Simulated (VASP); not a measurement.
# Ti (Fm-3m) in VASP: notebook, part 2 of 2

VASP 6.6.1. The steps go on from the part before.

**4. Single point, PBE**

INCAR reads:

```
SYSTEM = Ti
PREC = Accurate
ENCUT = 520
EDIFF = 1E-6
ISMEAR = -1
SIGMA = 0.06122561905347299
LREAL = .FALSE.
LASPH = .TRUE.
NELM = 100
ALGO = Normal
ISIF = 2
LWAVE = .FALSE.
LCHARG = .TRUE.
GGA = PE
LELF = .TRUE.
LVHAR = .TRUE.
NBANDS = 12
```

KPOINTS reads:

```
regular mesh
0
G
  16 16 16
  0 0 0
```

POSCAR reads:

```
Ti
1.0
    0.0000000000      2.0145830510      2.0145830510
    2.0145830510      0.0000000000      2.0145830510
    2.0145830510      2.0145830510      0.0000000000
Ti
1
Direct
    0.0000000000      0.0000000000      0.0000000000
```

Potentials or basis: VASP PAW PBE potentials, release 64 (Ti_sv).

Command:

```console
cat potpaw_PBE.64/Ti_sv/POTCAR > POTCAR
mpirun -np 1 vasp_std > vasp.out
```

OUTCAR:

```text
SYSTEM = Ti
   PREC = Accurate
   ENCUT = 520
   EDIFF = 1E-6
   ISMEAR = -1
   LREAL = .FALSE.
   LASPH = .TRUE.
   NELM = 100
   ISIF = 2
   GGA = PE

 ion  position               nearest neighbor table
   1  0.000  0.000  0.000-

  LATTYP: Found a face centered cubic cell.
 ALAT       =     4.0291661020

  Lattice vectors:

 A1 = (   0.0000000000,   2.0145830510,   2.0145830510)
 A2 = (   2.0145830510,   0.0000000000,   2.0145830510)
 A3 = (   2.0145830510,   2.0145830510,   0.0000000000)

Analysis of symmetry for initial positions (statically):
=====================================================================
 Subroutine PRICEL returns:
 Original cell was already a primitive cell.

 Routine SETGRP: Setting up the symmetry group for a
 face centered cubic supercell.

 Subroutine GETGRP returns: Found 48 space group operations
 (whereof 48 operations were pure point group operations)
 out of a pool of 48 trial point group operations.

The static configuration has the point symmetry O_h .

Analysis of symmetry for dynamics (positions and initial velocities):
=====================================================================
 Subroutine PRICEL returns:
 Original cell was already a primitive cell.

 Routine SETGRP: Setting up the symmetry group for a
 face centered cubic supercell.

 Subroutine GETGRP returns: Found 48 space group operations
 (whereof 48 operations were pure point group operations)
 out of a pool of 48 trial point group operations.

The dynamic configuration has the point symmetry O_h .

 Subroutine INISYM returns: Found 48 space group operations
 (whereof 48 operations are pure point group operations),
 and found     1 'primitive' translations

----------------------------------------------------------------------------------------

                                     Primitive cell

  volume of cell :      16.3526

  direct lattice vectors                    reciprocal lattice vectors
     0.000000000  2.014583051  2.014583051    -0.248190314  0.248190314  0.248190314
     2.014583051  0.000000000  2.014583051     0.248190314 -0.248190314  0.248190314
     2.014583051  2.014583051  0.000000000     0.248190314  0.248190314 -0.248190314

  length of vectors
     2.849050673  2.849050673  2.849050673     0.429878234  0.429878234  0.429878234

  position of ions in fractional coordinates (direct lattice)
     0.000000000  0.000000000  0.000000000

  ion indices of the primitive-cell ions
   primitive index   ion index
                 1           1

----------------------------------------------------------------------------------------

 KPOINTS: regular mesh

Automatic generation of k-mesh.
 Grid dimensions read from file:
 generate k-points for:   16   16   16

 Generating k-lattice:

  Cartesian coordinates                     Fractional coordinates (reciprocal lattice)
    -0.015511895  0.015511895  0.015511895     0.062500000  0.000000000  0.000000000
     0.015511895 -0.015511895  0.015511895     0.000000000  0.062500000  0.000000000
     0.015511895  0.015511895 -0.015511895     0.000000000  0.000000000  0.062500000

  Length of vectors
     0.026867390  0.026867390  0.026867390

  Shift w.r.t. Gamma in fractional coordinates (k-lattice)
     0.000000000  0.000000000  0.000000000

 Subroutine IBZKPT returns following result:
 ===========================================

 Found    145 irreducible k-points:

 Following reciprocal coordinates:
            Coordinates               Weight
  0.000000  0.000000  0.000000      1.000000
  0.062500  0.000000  0.000000      8.000000
  0.125000  0.000000  0.000000      8.000000
  0.187500  0.000000  0.000000      8.000000
  0.250000  0.000000  0.000000      8.000000
  0.312500  0.000000  0.000000      8.000000
[... 16 lines left out ...]
 -0.125000  0.062500  0.000000     24.000000
 -0.062500  0.062500  0.000000     12.000000
 [... further k-points ...]
   k-points           NKPTS =    145   k-points in BZ     NKDIM =    145   number of bands    NBANDS=     12
   number of dos      NEDOS =    301   number of ions     NIONS =      1
   total plane-waves  NPLWV =  13824
   dimension x,y,z NGX =    24 NGY =   24 NGZ =   24
   dimension x,y,z NGXF=    48 NGYF=   48 NGZF=   48
   ions per type =               1
   NGX,Y,Z   is equivalent  to a cutoff of  14.00, 14.00, 14.00 a.u.
   NGXF,Y,Z  is equivalent  to a cutoff of  28.01, 28.01, 28.01 a.u.
 SYSTEM =  Ti
   PREC   = accura    normal or accurate (medium, high low for compatibility)
   ISTART =      0    job   : 0-new  1-cont  2-samecut
   ICHARG =      2    charge: 1-file 2-atom 10-const
   ISPIN  =      1    spin polarized calculation?
   LNONCOLLINEAR =      F non collinear calculations
   LSORBIT =      F    spin-orbit coupling
   LASPH  =      T    aspherical Exc in radial PAW
   ENCUT  =  520.0 eV  38.22 Ry    6.18 a.u.   5.30  5.30  5.30*2*pi/ulx,y,z
   NELM   =    100;   NELMIN=  2; NELMDL= -5     # of ELM steps
   EDIFF  = 0.1E-05   stopping-criterion for ELM
   LREAL  =      F    real-space projection
   EDIFFG = 0.1E-04   stopping-criterion for IOM
   NSW    =      0    number of steps for IOM
   IBRION =     -1    ionic relax: 0-MD 1-quasi-New 2-CG
   NFREE  =      0    steps in history (QN), initial steepest desc. (CG)
   ISIF   =      2    stress and relaxation
   ISYM   =      2    0-nonsym 1-usesym 2-fastsym
   POTIM  = 0.5000    time-step for ionic-motion
   TEBEG  =    0.0;   TEEND  =   0.0 temperature during run
   PSTRESS=    0.0 pullay stress
   NELECT =      12.0000    total number of electrons
   NUPDOWN=      -1.0000    fix difference up-down
   EMIN   =  10.00;   EMAX   =-10.00  energy-range for DOS
   EFERMI =   0.00;   METHOD = LEGACY
   ISMEAR =    -1;   SIGMA  =   0.06  broadening in eV -4-tet -1-fermi 0-gaus
   EFERMI_NEDOS =   21; number of points for ismear=-14 and -15
   IALGO  =     38    algorithm
   IMIX   =      4    mixing-type and parameters
     AMIX     =   0.40;   BMIX     =  1.00
     AMIX_MAG =   1.60;   BMIX_MAG =  1.00
  volume/ion in A,a.u.               =      16.35       110.35
  Fermi-wavevector in a.u.,A,eV,Ry     =   1.476636  2.790437 29.666870  2.180453
  Thomas-Fermi vector in A             =   2.591138
   LORBIT       =      0    0 simple, 1 ext, 2 COOP (PROOUT), +10 PAW based schemes
   GGA     = PE    functional components
   LHFCALC =     F    Hartree Fock is set to
   AEXX    =    0.0000 exact exchange contribution
   IVDW    =     0    specifies the selected vdW correction
   LEPSILON=     F    determine dielectric tensor
   LRPA    =     F    only Hartree local field effects (RPA)
 non-spin polarized calculation
  energy-cutoff  :      520.00
  volume of cell :       16.35
 maximum number of plane-waves:       459
 NGX is ok and might be reduce to    24
   NGX = 11   NGY = 11   NGZ = 11

 number of electron      12.0000000 magnetization

 Free energy of the ion-electron system (eV)
  ---------------------------------------------------
  ext. energy  EPLUGINS =         0.00000000
  ---------------------------------------------------
  free energy    TOTEN  =        -7.76689169 eV

  energy without entropy =       -7.74610613  energy(sigma->0) =       -7.75649891

 E-fermi :   8.8757     XC(G=0): -11.7850

 val. band max:        8.8681679519   @ k =   0.3125   0.0000   0.0000
 cond. band min:       8.8969142165   @ k =   0.5000   0.1250   0.0625
 fundamental gap:      0.0287462646
 Fermi energy:         8.8756929409

 k-point     1 :       0.0000    0.0000    0.0000
  band No.  band energies     occupation
      1     -47.7326      2.00000
      2     -23.5156      2.00000
      3     -23.5156      2.00000
      4     -23.5156      2.00000
      5       2.6403      2.00000
      6       9.7883      0.00000
      7       9.7883      0.00000
      8       9.7883      0.00000
      9      11.5587      0.00000
     10      11.5587      0.00000
     11      24.4584      0.00000
     12      29.2337      0.00000
[... 331 lines left out ...]
 k-point    24 :      -0.0625    0.0625    0.0000
  band No.  band energies     occupation
      1     -47.7173      2.00000
      2     -23.5929      2.00000
      3     -23.5376      2.00000
      4     -23.5207      2.00000
      5       2.9937      2.00000
      6       9.5602      0.00003
      7       9.9114      0.00000
      8       9.9282      0.00000
      9      11.3892      0.00000
     10      11.5687      0.00000
     11      24.7591      0.00000
     12      27.2812      0.00000

 [... further k-points ...]

------------------------ aborting loop because EDIFF is reached ----------------------------------------

  FORCE on cell =-STRESS in cart. coord.  units (eV):
  Direction    XX          YY          ZZ          XY          YZ          ZX
  --------------------------------------------------------------------------------------
  -------------------------------------------------------------------------------------
  Total        0.7169286      0.7169286      0.7169286     -0.0000000      0.0000000      0.0000000
  in kB       70.2426630     70.2426630     70.2426630     -0.0000000      0.0000000      0.0000000
  external PRESSURE =      70.2426630 kB  Pullay stress =       0.0000000 kB

 VOLUME and BASIS-vectors are now :
 -----------------------------------------------------------------------------
  energy-cutoff  :      520.00
  volume of cell :       16.35
      direct lattice vectors                 reciprocal lattice vectors
     0.000000000  2.014583051  2.014583051    -0.248190314  0.248190314  0.248190314
     2.014583051  0.000000000  2.014583051     0.248190314 -0.248190314  0.248190314
     2.014583051  2.014583051  0.000000000     0.248190314  0.248190314 -0.248190314

 POSITION                                       TOTAL-FORCE (eV/Angst)
 -----------------------------------------------------------------------------------
      0.00000      0.00000      0.00000        -0.000000     -0.000000     -0.000000
 -----------------------------------------------------------------------------------
    total drift:                                0.000000      0.000000      0.000000

  FREE ENERGIE OF THE ION-ELECTRON SYSTEM (eV)
  ---------------------------------------------------
  free  energy   TOTEN  =        -7.7668916917 eV

  energy  without entropy=       -7.7461061345  energy(sigma->0) =       -7.75649891
```

stdout:

```text
POSCAR found type information on POSCAR Ti
 POSCAR found :  1 types and       1 ions
 scaLAPACK will be used
 LDA part: xc-table for (Slater+PW92), standard interpolation
 POSCAR, INCAR and KPOINTS ok, starting setup
 FFT: planning ... GRIDC
 FFT: planning ... GRID_SOFT
 FFT: planning ... GRID
 WAVECAR not read
 entering main loop
```

It took 21 s on 1 thread of Intel Xeon Platinum 8488C (Sapphire Rapids), shared host; peak memory 0.15 GiB.

What came out:

| Quantity | Value |
| --- | --- |
| Free energy | -7.7669 eV |
| Pressure | 7.0 GPa |
| Band gap on the k mesh | zero (bands 6 and 7 overlap by 1.31 eV) |

Caveat: the cell stands under pressure.

**5. Single point, PBE**

INCAR reads:

```
PREC     = Accurate       # precision mode
ENCUT    = 520            # plane-wave cutoff, eV
EDIFF    = 1E-6           # SCF threshold, eV
ISMEAR   = -1             # smearing method
SIGMA    = 0.06122561905347299 # smearing width, eV
LREAL    = False          # projectors in reciprocal space
LASPH    = True           # aspherical terms in the spheres
NELM     = 60             # most SCF steps
ALGO     = Normal         # electronic algorithm
ISIF     = 2              # what is computed and relaxed
LWAVE    = False          # write WAVECAR
LCHARG   = False          # write CHGCAR
GGA      = PE             # functional
NBANDS   = 12             # bands
```

KPOINTS reads:

```
Automatic mesh
0
Gamma
  16 16 16
```

POSCAR is that of step 4.

Command:

```console
cat potpaw_PBE.64/Ti_sv/POTCAR > POTCAR
mpirun -np 1 vasp_std > vasp.out
```

Wall time 15 s (1 thread of Intel Xeon Platinum 8488C (Sapphire Rapids), shared host); peak memory 0.15 GiB.

It converged, with:

```
Free energy            : -7.7669 eV
Pressure               : 7.0 GPa
Band gap on the k mesh : zero (bands 6 and 7 overlap by 1.31 eV)
```

Levels at points of the mesh, in eV from the Fermi level:
```tsv
k point	band 3	band 4	band 5	band 6	band 7	band 8	band 9	band 10
(0.00, 0.00, 0.00)	-32.39	-32.39	-6.24	0.91	0.91	0.91	2.68	2.68
(0.50, 0.00, 0.00)	-32.49	-32.49	-2.73	0.78	0.78	0.79	3.84	3.84
(0.50, 0.50, 0.00)	-32.67	-32.67	-2.79	-1.88	3.13	3.84	4.15	4.15
```

Caveat: the cell stands under pressure.

**6. Single point, PBE**

This run uses another cell than the first one, of 16.70 Å³/atom.

INCAR reads:

```
ALGO     = Normal         # electronic algorithm
EDIFF    = 1E-6           # SCF threshold, eV
ENCUT    = 520            # plane-wave cutoff, eV
GGA      = PE             # functional
ISIF     = 2              # what is computed and relaxed
ISMEAR   = -1             # smearing method
LASPH    = T              # aspherical terms in the spheres
LCHARG   = F              # write CHGCAR
LREAL    = F              # projectors in reciprocal space
LWAVE    = F              # write WAVECAR
NBANDS   = 12             # bands
NELM     = 100            # most SCF steps
PREC     = Accurate       # precision mode
SIGMA    = 0.06122561905347299 # smearing width, eV
```

KPOINTS reads:

```
k-points
0
Gamma
  16 16 16
```

POSCAR reads:

```
Ti
1.0
    0.0000000000      2.0287707230      2.0287707230
    2.0287707230      0.0000000000      2.0287707230
    2.0287707230      2.0287707230      0.0000000000
Ti
1
Direct
    0.0000000000      0.0000000000      0.0000000000
```

Potentials or basis: VASP PAW PBE potentials, release 64 (Ti_sv).

Command:

```console
cat potpaw_PBE.64/Ti_sv/POTCAR > POTCAR
mpirun -np 1 vasp_std > vasp.out
```

Wall time 15 s (1 thread of Intel Xeon Platinum 8488C (Sapphire Rapids), shared host); peak memory 0.15 GiB.

Results (log left out):

```
Free energy            : -7.7794 eV
Pressure               : 4.4 GPa
Band gap on the k mesh : zero (bands 6 and 7 overlap by 1.29 eV)
```

Levels at points of the mesh, in eV from the Fermi level:
| k point | band 2 | band 3 | band 4 | band 5 | band 6 | band 7 | band 8 | band 9 | band 10 | band 11 |
| --- | --- | --- | --- | --- | --- | --- | --- | --- | --- | --- |
| (0.00, 0.00, 0.00) | -32.45 | -32.45 | -32.45 | -6.19 | 0.90 | 0.90 | 0.90 | 2.62 | 2.62 | 15.47 |
| (0.50, 0.00, 0.00) | -33.21 | -32.55 | -32.55 | -2.67 | 0.73 | 0.78 | 0.78 | 3.75 | 3.75 | 8.58 |
| (0.50, 0.50, 0.00) | -33.16 | -32.72 | -32.72 | -2.71 | -1.81 | 3.02 | 3.74 | 4.04 | 4.04 | 11.01 |

Caveat: the cell stands under pressure.

**7. The runs side by side**

```tsv
cell	k mesh	gap on the mesh (eV)	pressure (GPa)
a = 2.849 Å, angles 60.0°, 1 atom	46 × 46 × 46	none	7.0
a = 2.869 Å, angles 60.0°, 1 atom	46 × 46 × 46	none	4.4
a = 2.849 Å, angles 60.0°, 1 atom	16 × 16 × 16	none	7.0
a = 2.869 Å, angles 60.0°, 1 atom	16 × 16 × 16	none	4.4
```

Alike in all rows: task single point; level PBE; potentials or basis VASP PAW PBE potentials, release 64 (Ti_sv); no spin polarisation; cutoff (eV) 520; smearing fermi-dirac 0.0612256 eV.

Caveats: the cell stands under pressure.

Absolute energies hang on the potentials; compare differences alone.
